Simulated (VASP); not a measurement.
A run of VASP 6.6.1 is set up as follows.

Contents of INCAR:

```
PREC     = Accurate       # precision mode
ENCUT    = 500            # plane-wave cutoff, eV
EDIFF    = 1E-7           # SCF threshold, eV
ISMEAR   = 0              # smearing method
SIGMA    = 0.1            # smearing width, eV
LREAL    = F              # projectors in reciprocal space
LASPH    = T              # aspherical terms in the spheres
NELM     = 120            # most SCF steps
ALGO     = Normal         # electronic algorithm
ISIF     = 3              # what is computed and relaxed
LWAVE    = F              # write WAVECAR
LCHARG   = F              # write CHGCAR
GGA      = PE             # functional
IBRION   = 2              # ionic algorithm
NSW      = 100            # ionic steps
EDIFFG   = -0.01          # ionic threshold
GGA_COMPAT= F            
NELMIN   = 4
```

File KPOINTS:

```
regular mesh
0
Gamma
  8 8 8
```

Contents of POSCAR:

```
Te3As4
1.0
    5.8072219284      0.0000000000      0.0000000000
    0.0000000000      5.8072219284      0.0000000000
    0.0000000000      0.0000000000      5.8072219284
Te As
3 4
Direct
    0.0000000000      0.0000000000      0.5000000000
    0.5000000000      0.0000000000      0.0000000000
    0.0000000000      0.5000000000      0.0000000000
    0.3322978846      0.6677021154      0.3322978846
    0.6677021154      0.3322978846      0.3322978846
    0.3322978846      0.3322978846      0.6677021154
    0.6677021154      0.6677021154      0.6677021154
```

Potentials or basis: VASP PAW PBE potentials, release 64 (Te, As).

Launch:

```bash
$ cat potpaw_PBE.64/Te/POTCAR potpaw_PBE.64/As/POTCAR > POTCAR
$ mpirun -np 1 vasp_std > vasp.out
```

Problem. What does it give for the band gap on the k mesh?

Solution. Zero (bands 19 and 20 overlap by 2.01 eV).

Problem. What does it give for the relaxed volume?

Solution. 28.09 Å³/atom.

Problem. What does it give for the space group after relaxing (to 0.1 Å)?

Solution. P-43m (No. 215).

The path:
```
step  energy change (eV)  largest force (eV/Å)  pressure (GPa)  volume (Å³)
   1              0.0000                0.0759            0.18       195.84
   2             -0.0011                0.0360           -0.06       196.73
   3             -0.0012                0.0312           -0.08       196.85
   4             -0.0014                0.0066           -0.02       196.60
```

Caveat: spin-orbit coupling is left out, which moves the levels of the heavy elements.
